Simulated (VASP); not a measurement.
# Ni (P6_3/mmc) in VASP: notebook, part 2 of 3

VASP 6.6.1.

**3. Single point, PBEsol, collinear spin, antiferromagnetic start**

This run uses another cell than the first one, of 9.72 Å³/atom.

INCAR

```
SYSTEM = Ni
PREC = Accurate
ENCUT = 520
EDIFF = 1E-6
ISMEAR = -1
SIGMA = 0.1
LREAL = .FALSE.
LASPH = .TRUE.
NELM = 150
ALGO = Normal
ISIF = 2
LWAVE = .FALSE.
LCHARG = .TRUE.
ISPIN = 2
MAGMOM = 1.5 -1.5
LORBIT = 11
LMAXMIX = 4
GGA = PS
LELF = .TRUE.
LVHAR = .TRUE.
NBANDS = 21
```

KPOINTS

```
Automatic mesh
0
G
  13 13 7
  0 0 0
```

POSCAR

```
Ni
1.0
    2.3809198161      0.0000000000      0.0000000000
   -1.1904594218      2.0619369410      0.0000000000
    0.0000000000      0.0000000000      3.9611675521
Ni
2
Direct
    0.3333333333      0.6666666667      0.2500000000
    0.6666666667      0.3333333333      0.7500000000
```

Potentials or basis: VASP PAW PBE potentials, release 64 (Ni).

Run with:

```bash
$ cat potpaw_PBE.64/Ni/POTCAR > POTCAR
$ mpirun -np 1 vasp_std > vasp.out
```

OUTCAR:

```text
SYSTEM = Ni
   PREC = Accurate
   ENCUT = 520
   EDIFF = 1E-6
   ISMEAR = -1
   LREAL = .FALSE.
   LASPH = .TRUE.
   NELM = 150
   ISIF = 2
   ISPIN = 2
   LORBIT = 11
   GGA = PS

 ion  position               nearest neighbor table
   1  0.333  0.667  0.250-   2 2.41   2 2.41   2 2.41   2 2.41   2 2.41   2 2.41
   2  0.667  0.333  0.750-   1 2.41   1 2.41   1 2.41   1 2.41   1 2.41   1 2.41

  LATTYP: Found a hexagonal cell.
 ALAT       =     2.3809198161
 C/A-ratio  =     1.6637131269

  Lattice vectors:

 A1 = (   2.3809198161,   0.0000000000,   0.0000000000)
 A2 = (  -1.1904594218,   2.0619369410,   0.0000000000)
 A3 = (   0.0000000000,   0.0000000000,   3.9611675521)

Analysis of symmetry for initial positions (statically):
=====================================================================
 Subroutine PRICEL returns:
 Original cell was already a primitive cell.

 Routine SETGRP: Setting up the symmetry group for a
 hexagonal supercell.

 Subroutine GETGRP returns: Found 24 space group operations
 (whereof 12 operations were pure point group operations)
 out of a pool of 24 trial point group operations.

The static configuration has the point symmetry D_3d.
 The point group associated with its full space group is D_6h.

Analysis of symmetry for dynamics (positions and initial velocities):
=====================================================================
 Subroutine PRICEL returns:
 Original cell was already a primitive cell.

 Routine SETGRP: Setting up the symmetry group for a
 hexagonal supercell.

 Subroutine GETGRP returns: Found 24 space group operations
 (whereof 12 operations were pure point group operations)
 out of a pool of 24 trial point group operations.

The dynamic configuration has the point symmetry D_3d.
 The point group associated with its full space group is D_6h.

[... 153 lines left out ...]
 number of electron      19.9999998 magnetization       0.0000000

 Free energy of the ion-electron system (eV)
  ---------------------------------------------------
  ext. energy  EPLUGINS =         0.00000000
  ---------------------------------------------------
  free energy    TOTEN  =       -12.15095415 eV

  energy without entropy =      -11.97708072  energy(sigma->0) =      -12.06401743

 E-fermi :  10.7433     XC(G=0): -14.1143

 val. band max:       10.7402846613   @ k =   0.4615   0.0769   0.4286
 cond. band min:      10.7438478600   @ k =   0.4615   0.0000   0.2857
 fundamental gap:      0.0035631987
 Fermi energy:        10.7432887922

 spin component 1

 k-point     1 :       0.0000    0.0000    0.0000
  band No.  band energies     occupation
      1       0.9974      1.00000
      2       5.5585      1.00000
      3       8.4324      1.00000
      4       8.5870      1.00000
      5       8.5870      1.00000
      6       8.9009      1.00000
[... 565 lines left out ...]
     20      40.7164      0.00000
     21      41.6616      0.00000

 [... further k-points ...]

 spin component 2

 k-point     1 :       0.0000    0.0000    0.0000
  band No.  band energies     occupation
      1       0.9974      1.00000
      2       5.5585      1.00000
      3       8.4324      1.00000
      4       8.5870      1.00000
      5       8.5870      1.00000
      6       8.9009      1.00000
[... 565 lines left out ...]
     20      40.7164      0.00000
     21      41.6616      0.00000

 [... further k-points ...]

------------------------ aborting loop because EDIFF is reached ----------------------------------------

  FORCE on cell =-STRESS in cart. coord.  units (eV):
  Direction    XX          YY          ZZ          XY          YZ          ZX
  --------------------------------------------------------------------------------------
  -------------------------------------------------------------------------------------
  Total        2.2939324      2.2939321      1.8381065      0.0000005      0.0000000      0.0000000
  in kB      188.9939190    188.9938999    151.4390526      0.0000446      0.0000000      0.0000000
  external PRESSURE =     176.4756238 kB  Pullay stress =       0.0000000 kB

 VOLUME and BASIS-vectors are now :
 -----------------------------------------------------------------------------
  energy-cutoff  :      520.00
  volume of cell :       19.45
      direct lattice vectors                 reciprocal lattice vectors
     2.380919816  0.000000000  0.000000000     0.420005745  0.242490343  0.000000000
    -1.190459422  2.061936941  0.000000000     0.000000000  0.484980884  0.000000000
     0.000000000  0.000000000  3.961167552     0.000000000  0.000000000  0.252450821

 POSITION                                       TOTAL-FORCE (eV/Angst)
 -----------------------------------------------------------------------------------
      0.00000      1.37462      0.99029        -0.000000      0.000000      0.000000
      1.19046      0.68731      2.97088         0.000000     -0.000000      0.000000
 -----------------------------------------------------------------------------------
    total drift:                               -0.000000      0.000000     -0.000000

  FREE ENERGIE OF THE ION-ELECTRON SYSTEM (eV)
  ---------------------------------------------------
  free  energy   TOTEN  =       -12.1509541486 eV

  energy  without entropy=      -11.9770807187  energy(sigma->0) =      -12.06401743

 total charge

# of ion       s       p       d       tot
------------------------------------------
    1        0.549   0.608   8.386   9.542
    2        0.549   0.608   8.386   9.542
--------------------------------------------------
tot          1.097   1.216  16.771  19.084

 magnetization (x)

# of ion       s       p       d       tot
------------------------------------------
    1       -0.000  -0.000  -0.000  -0.000
    2        0.000   0.000   0.000   0.000
--------------------------------------------------
tot          0.000   0.000   0.000   0.000
```

stdout:

```text
POSCAR found type information on POSCAR Ni
 POSCAR found :  1 types and       2 ions
 scaLAPACK will be used
 -----------------------------------------------------------------------------
|                                                                             |
|                                                                             |
|     You enforced a specific xc type in the INCAR file but a different       |
|     I HOPE YOU KNOW WHAT YOU ARE DOING!                                     |
|                                                                             |
 -----------------------------------------------------------------------------

 LDA part: xc-table for (Slater+PW92), standard interpolation
 POSCAR, INCAR and KPOINTS ok, starting setup
 FFT: planning ... GRIDC
 FFT: planning ... GRID_SOFT
 FFT: planning ... GRID
 WAVECAR not read
 entering main loop
```

It took 34 s on 1 thread of Intel Xeon 6975P-C (Granite Rapids), shared host; peak memory 0.17 GiB.

What came out:

* Free energy: -12.1510 eV
* Pressure: 17.6 GPa
* Band gap on the k mesh: zero (filled and empty bands overlap)
* Net moment: 0.00 μB per cell
* Valence electrons inside the program's atomic spheres: Ni 9.54

Stress tensor (GPa, compression positive):
```
18.90  0.00  0.00
 0.00 18.90  0.00
 0.00  0.00 15.14
```

Caveat: the cell stands under pressure; the PAW data sets were made with another functional, which shifts forces and pressure a little.

**4. Single point, PBEsol, collinear spin, antiferromagnetic start**

This run uses another cell than the first one, of 10.15 Å³/atom.

INCAR

```
PREC     = Accurate       # precision mode
ENCUT    = 520            # plane-wave cutoff, eV
EDIFF    = 1E-6           # SCF threshold, eV
ISMEAR   = -1             # smearing method
SIGMA    = 0.1            # smearing width, eV
LREAL    = F              # projectors in reciprocal space
LASPH    = T              # aspherical terms in the spheres
NELM     = 150            # most SCF steps
ALGO     = Normal         # electronic algorithm
ISIF     = 2              # what is computed and relaxed
LWAVE    = F              # write WAVECAR
LCHARG   = F              # write CHGCAR
ISPIN    = 2              # spin polarisation
MAGMOM   = 1.5 -1.5       # initial moments
LORBIT   = 11             # projections on sites
LMAXMIX  = 4              # l up to which the mixer works
GGA      = PS             # functional
NBANDS   = 21             # bands
```

KPOINTS

```
Automatic mesh
0
Gamma
  13 13 7
```

POSCAR

```
Ni
1.0
    2.4149375523      0.0000000000      0.0000000000
   -1.2074682829      2.0913971633      0.0000000000
    0.0000000000      0.0000000000      4.0177633064
Ni
2
Direct
    0.3333333333      0.6666666667      0.2500000000
    0.6666666667      0.3333333333      0.7500000000
```

Potentials or basis: VASP PAW PBE potentials, release 64 (Ni).

Run with:

```bash
$ cat potpaw_PBE.64/Ni/POTCAR > POTCAR
$ mpirun -np 1 vasp_std > vasp.out
```

OUTCAR:

```text
PREC = Accurate
   ENCUT = 520
   EDIFF = 1E-6
   ISMEAR = -1
   LREAL = F
   LASPH = T
   NELM = 150
   ISIF = 2
   ISPIN = 2
   LORBIT = 11
   GGA = PS

 ion  position               nearest neighbor table
   1  0.333  0.667  0.250-   2 2.45   2 2.45   2 2.45   2 2.45   2 2.45   2 2.45
   2  0.667  0.333  0.750-   1 2.45   1 2.45   1 2.45   1 2.45   1 2.45   1 2.45

  LATTYP: Found a hexagonal cell.
 ALAT       =     2.4149375523
 C/A-ratio  =     1.6637131269

  Lattice vectors:

 A1 = (   2.4149375523,   0.0000000000,   0.0000000000)
 A2 = (  -1.2074682829,   2.0913971633,   0.0000000000)
 A3 = (   0.0000000000,   0.0000000000,   4.0177633064)

Analysis of symmetry for initial positions (statically):
=====================================================================
 Subroutine PRICEL returns:
 Original cell was already a primitive cell.

 Routine SETGRP: Setting up the symmetry group for a
 hexagonal supercell.

 Subroutine GETGRP returns: Found 24 space group operations
 (whereof 12 operations were pure point group operations)
 out of a pool of 24 trial point group operations.

The static configuration has the point symmetry D_3d.
 The point group associated with its full space group is D_6h.

Analysis of symmetry for dynamics (positions and initial velocities):
=====================================================================
 Subroutine PRICEL returns:
 Original cell was already a primitive cell.

 Routine SETGRP: Setting up the symmetry group for a
 hexagonal supercell.

 Subroutine GETGRP returns: Found 24 space group operations
 (whereof 12 operations were pure point group operations)
 out of a pool of 24 trial point group operations.

The dynamic configuration has the point symmetry D_3d.
 The point group associated with its full space group is D_6h.

Analysis of structural, dynamic, and magnetic symmetry:
[... 155 lines left out ...]
  ---------------------------------------------------
  ext. energy  EPLUGINS =         0.00000000
  ---------------------------------------------------
  free energy    TOTEN  =       -12.21120329 eV

  energy without entropy =      -12.03126350  energy(sigma->0) =      -12.12123339

 E-fermi :  10.0746     XC(G=0): -13.8528

 val. band max:       10.0740006356   @ k =   0.4615   0.0769   0.1429
 cond. band min:      10.0764804457   @ k =   0.3846   0.0000   0.0000
 fundamental gap:      0.0024798101
 Fermi energy:        10.0745893073

 spin component 1

 k-point     1 :       0.0000    0.0000    0.0000
  band No.  band energies     occupation
      1       0.6485      1.00000
      2       5.1580      1.00000
      3       7.9028      1.00000
      4       8.0496      1.00000
      5       8.0496      1.00000
      6       8.3427      1.00000
[... 565 lines left out ...]
     20      39.2715      0.00000
     21      40.2252      0.00000

 [... further k-points ...]

 spin component 2

 k-point     1 :       0.0000    0.0000    0.0000
  band No.  band energies     occupation
      1       0.6485      1.00000
      2       5.1580      1.00000
      3       7.9028      1.00000
      4       8.0496      1.00000
      5       8.0496      1.00000
      6       8.3427      1.00000
[... 565 lines left out ...]
     20      39.2715      0.00000
     21      40.2252      0.00000

 [... further k-points ...]

------------------------ aborting loop because EDIFF is reached ----------------------------------------

  FORCE on cell =-STRESS in cart. coord.  units (eV):
  Direction    XX          YY          ZZ          XY          YZ          ZX
  --------------------------------------------------------------------------------------
  -------------------------------------------------------------------------------------
  Total        0.8615043      0.8615042      0.4468602      0.0000002      0.0000000      0.0000000
  in kB       68.0207266     68.0207198     35.2821882      0.0000160      0.0000000      0.0000000
  external PRESSURE =      57.1078782 kB  Pullay stress =       0.0000000 kB

 VOLUME and BASIS-vectors are now :
 -----------------------------------------------------------------------------
  energy-cutoff  :      520.00
  volume of cell :       20.29
      direct lattice vectors                 reciprocal lattice vectors
     2.414937552  0.000000000  0.000000000     0.414089383  0.239074531  0.000000000
    -1.207468283  2.091397163  0.000000000     0.000000000  0.478149257  0.000000000
     0.000000000  0.000000000  4.017763306     0.000000000  0.000000000  0.248894702

 POSITION                                       TOTAL-FORCE (eV/Angst)
 -----------------------------------------------------------------------------------
      0.00000      1.39426      1.00444        -0.000000      0.000000      0.000000
      1.20747      0.69713      3.01332         0.000000     -0.000000      0.000000
 -----------------------------------------------------------------------------------
    total drift:                               -0.000000      0.000000     -0.000000

  FREE ENERGIE OF THE ION-ELECTRON SYSTEM (eV)
  ---------------------------------------------------
  free  energy   TOTEN  =       -12.2112032867 eV

  energy  without entropy=      -12.0312635025  energy(sigma->0) =      -12.12123339

 total charge

# of ion       s       p       d       tot
------------------------------------------
    1        0.528   0.564   8.359   9.450
    2        0.528   0.564   8.359   9.450
--------------------------------------------------
tot          1.056   1.128  16.718  18.901

 magnetization (x)

# of ion       s       p       d       tot
------------------------------------------
    1        0.000   0.000  -0.000  -0.000
    2       -0.000  -0.000   0.000   0.000
--------------------------------------------------
tot          0.000   0.000   0.000   0.000
```

stdout:

```text
POSCAR found type information on POSCAR Ni
 POSCAR found :  1 types and       2 ions
 scaLAPACK will be used
 -----------------------------------------------------------------------------
|                                                                             |
|                                                                             |
|     You enforced a specific xc type in the INCAR file but a different       |
|     I HOPE YOU KNOW WHAT YOU ARE DOING!                                     |
|                                                                             |
 -----------------------------------------------------------------------------

 LDA part: xc-table for (Slater+PW92), standard interpolation
 POSCAR, INCAR and KPOINTS ok, starting setup
 FFT: planning ... GRIDC
 FFT: planning ... GRID_SOFT
 FFT: planning ... GRID
 WAVECAR not read
 entering main loop
```

Wall time 35 s (1 thread of Intel Xeon 6975P-C (Granite Rapids), shared host); peak memory 0.16 GiB.

Results:

- Free energy: -12.2112 eV
- Pressure: 5.7 GPa
- Band gap on the k mesh: zero (filled and empty bands overlap)
- Net moment: 0.00 μB per cell
- Valence electrons inside the program's atomic spheres: Ni 9.45

Caveat: the cell stands under pressure; the PAW data sets were made with another functional, which shifts forces and pressure a little.

**5. Single point, PBEsol, collinear spin, antiferromagnetic start**

This run uses another cell than the first one, of 10.57 Å³/atom.

INCAR

```
SYSTEM = Ni
PREC = Accurate ; ENCUT = 520
EDIFF = 1E-6 ; ISMEAR = -1
SIGMA = 0.1 ; LREAL = .False.
LASPH = .True. ; NELM = 150
ALGO = Normal ; ISIF = 2
LWAVE = .False. ; LCHARG = .True.
ISPIN = 2 ; MAGMOM = 1.5 -1.5
LORBIT = 11 ; LMAXMIX = 4
GGA = PS ; LELF = .True.
LVHAR = .True. ; NBANDS = 21
```

KPOINTS

```
Automatic mesh
0
Gamma
  13 13 7
  0 0 0
```

POSCAR

```
Ni
1.0
    2.4480230000      0.0000000000      0.0000000000
   -1.2240110000      2.1200500000      0.0000000000
    0.0000000000      0.0000000000      4.0728080000
Ni
2
Direct
    0.3333333333      0.6666666667      0.2500000000
    0.6666666667      0.3333333333      0.7500000000
```

Run with:

```bash
$ cat potpaw_PBE.64/Ni/POTCAR > POTCAR
$ mpirun -np 1 vasp_std > vasp.out
```

Run time: 39 s. Hardware: 1 thread of Intel Xeon 6975P-C (Granite Rapids), shared host; peak memory 0.17 GiB.

Results (log left out):

```yaml
Free_energy: -12.2154 eV
Pressure: -3.7 GPa
Band_gap_on_the_k_mesh: zero (filled and empty bands overlap)
Net_moment: 0.00 μB per cell
Valence_electrons_inside_the_program's_atomic_spheres: Ni 9.37
```

Stress tensor (GPa, compression positive):
```
-2.75  0.00  0.00
 0.00 -2.75  0.00
 0.00  0.00 -5.61
```

Levels at points of the mesh, in eV from the Fermi level:
Spin up:
```csv
k point,band 6,band 7,band 8,band 9,band 10,band 11,band 12,band 13,band 14,band 15
"(0.00, 0.00, 0.00)",-1.63,-1.63,-1.12,-1.12,-0.46,-0.17,-0.17,5.95,23.15,25.40
```
Spin down:
```
           k point  band 6  band 7  band 8  band 9  band 10  band 11  band 12  band 13  band 14  band 15
(0.00, 0.00, 0.00)   -1.63   -1.63   -1.12   -1.12    -0.46    -0.17    -0.17     5.95    23.15    25.40
```

Caveat: the cell stands under tension; the PAW data sets were made with another functional, which shifts forces and pressure a little.

(Part 2 of 3 ends here.)
